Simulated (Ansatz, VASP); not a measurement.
**Two plane-wave programs on SnTe5**

```xyz
6
Lattice="0.0000 4.5121 4.5121 4.5121 0.0000 4.5121 4.5121 4.5121 0.0000" Properties=species:S:1:pos:R:3 pbc="T T T"
Sn    0.0000    0.0000    0.0000
Te    6.7682    6.7682    6.7682
Te    5.6328    5.6328    3.3915
Te    5.6328    3.3915    5.6328
Te    3.3915    3.3915    3.3915
Te    3.3915    5.6328    5.6328
```

Change from the starting cell: species swapped into the ErCu5 type (F-43m, No. 216).

Alike in both runs: functional PBE; k mesh 8 × 8 × 8; occupations gaussian, width 0.1 eV; no spin polarisation.

Ansatz relaxed the structure, and its values are those at the end. VASP's run is a single point on that final structure, the one shown.

|  | VASP | Ansatz |
| --- | --- | --- |
| version | VASP 6.6.1 | Ansatz 0.2.0 |
| potentials or method | VASP PAW PBE potentials, release 64 (Sn_d, Te), cutoff 520 eV | scalar-relativistic, plane waves, PAW |
| valence electrons in the cell | 44 | 94 |

|  | VASP | Ansatz | Ansatz less VASP |
| --- | --- | --- | --- |
| gap on the k mesh at the Fermi level (eV) | none | none | - |
| pressure (GPa) | -0.1 | 0.0 | +0.07 |

A gap of «none» marks a metal or a gap that the smearing closes. With one functional, cell and mesh, what is left measures potentials, basis and numerics. VASP's potentials hold 44 valence electrons a cell and Ansatz's 94, so a difference there can come from the potentials and not from the codes.

Neither program's run includes spin-orbit coupling.
